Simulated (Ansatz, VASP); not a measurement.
## Two plane-wave programs on GdN

The input INCAR:

```
SYSTEM = GdN
PREC     = Accurate       ! precision mode
ENCUT    = 600            ! plane-wave cutoff, eV
EDIFF    = 1E-6           ! SCF threshold, eV
ISMEAR   = 0              ! smearing method
SIGMA    = 0.05           ! smearing width, eV
LREAL    = .FALSE.        ! projectors in reciprocal space
LASPH    = .TRUE.         ! aspherical terms in the spheres
NELM     = 200            ! most SCF steps
ALGO     = Normal         ! electronic algorithm
ISIF     = 2              ! what is computed and relaxed
LWAVE    = .FALSE.        ! write WAVECAR
LCHARG   = .FALSE.        ! write CHGCAR
ISPIN    = 2              ! spin polarisation
MAGMOM   = 7.54 -0.08     ! initial moments
LORBIT   = 11             ! projections on sites
LMAXMIX  = 6              ! l up to which the mixer works
GGA      = CA             ! functional
NBANDS   = 22             ! bands
GGA_COMPAT= .FALSE.
```

Contents of KPOINTS:

```
regular mesh
0
G
  7 7 7
  0 0 0
```

Contents of POSCAR:

```
GdN
1.0
    0.0000000000      2.4994985700      2.4994985700
    2.4994985700      0.0000000000      2.4994985700
    2.4994985700      2.4994985700      0.0000000000
Gd N
1 1
Direct
    0.5000000000      0.5000000000      0.5000000000
    0.0000000000      0.0000000000      0.0000000000
```

Input for Ansatz:

```yaml
crystal:
  lattice:
    - [0.0, 2.49949857, 2.49949857]
    - [2.49949857, 0.0, 2.49949857]
    - [2.49949857, 2.49949857, 0.0]
  atoms:
    - { symbol: Gd, position: [0.5, 0.5, 0.5], spin: 7.0 }
    - { symbol: "N", position: [0.0, 0.0, 0.0] }
basis:
  ecutwfc: 420
  ecutrho_ratio: 4
kpoints:
  mp_grid: { grid: [7, 7, 7] }
hamiltonian:
  xc: lda
  hubbard:
    sites:
      - { site: 0, l: f, u_eff: 0.0, starting_ns: [{ spin: up, occupation_matrix: s0up }, { spin: down, occupation_matrix: s0down }] }
    occupation_matrices:
      s0up:
        matrix:
          - [0.97, 0.0, 0.0, 0.0, 0.0, 0.0, 0.0]
          - [0.0, 0.97, 0.0, 0.0, 0.0, 0.0, 0.0]
          - [0.0, 0.0, 0.97, 0.0, 0.0, 0.0, 0.0]
          - [0.0, 0.0, 0.0, 0.97, 0.0, 0.0, 0.0]
          - [0.0, 0.0, 0.0, 0.0, 0.97, 0.0, 0.0]
          - [0.0, 0.0, 0.0, 0.0, 0.0, 0.97, 0.0]
          - [0.0, 0.0, 0.0, 0.0, 0.0, 0.0, 0.97]
      s0down:
        matrix:
          - [0.02, 0.0, 0.0, 0.0, 0.0, 0.0, 0.0]
          - [0.0, 0.02, 0.0, 0.0, 0.0, 0.0, 0.0]
          - [0.0, 0.0, 0.02, 0.0, 0.0, 0.0, 0.0]
          - [0.0, 0.0, 0.0, 0.02, 0.0, 0.0, 0.0]
          - [0.0, 0.0, 0.0, 0.0, 0.02, 0.0, 0.0]
          - [0.0, 0.0, 0.0, 0.0, 0.0, 0.02, 0.0]
          - [0.0, 0.0, 0.0, 0.0, 0.0, 0.0, 0.02]
    ns_hold: { iters: 5 }
scf:
  occupations: { method: gaussian, width: 0.05 }
  lower_state_search: "off"
  max_iter: 150
output:
  forces: true
  stress: true
  eigenvalues: true
  populations: true
  hubbard: { sites: [{ site: 0, l: f }] }
magnetization:
  spin_polarized: true
```

Alike in both runs: task single point; functional LDA; k mesh 7 × 7 × 7; occupations gaussian, width 0.05 eV; collinear spin.

|  | VASP | Ansatz |
| --- | --- | --- |
| version | VASP 6.6.1 | Ansatz 0.2.0 |
| potentials or method | VASP PAW PBE potentials, release 64 (Gd, N), cutoff 600 eV | scalar-relativistic, plane waves, PAW |
| valence electrons in the cell | 23 | 23 |

```csv
,VASP,Ansatz,Ansatz less VASP
gap on the k mesh at the Fermi level (eV),none,none,-
pressure (GPa),-10.1,-10.5,-0.42
net moment per atom (μB),3.50,3.50,0.000
size of the moment on the site where the two differ most (μB),6.81,6.85,+0.046
```

VASP's potentials were made for PBE, not for LDA. LDA's correlation is that of Perdew and Zunger in VASP and of Perdew and Wang (1992) in Ansatz. Site moments also hang on the region over which each program counts them. A gap of «none» marks a metal or a gap that the smearing closes.

Neither program's run includes spin-orbit coupling.
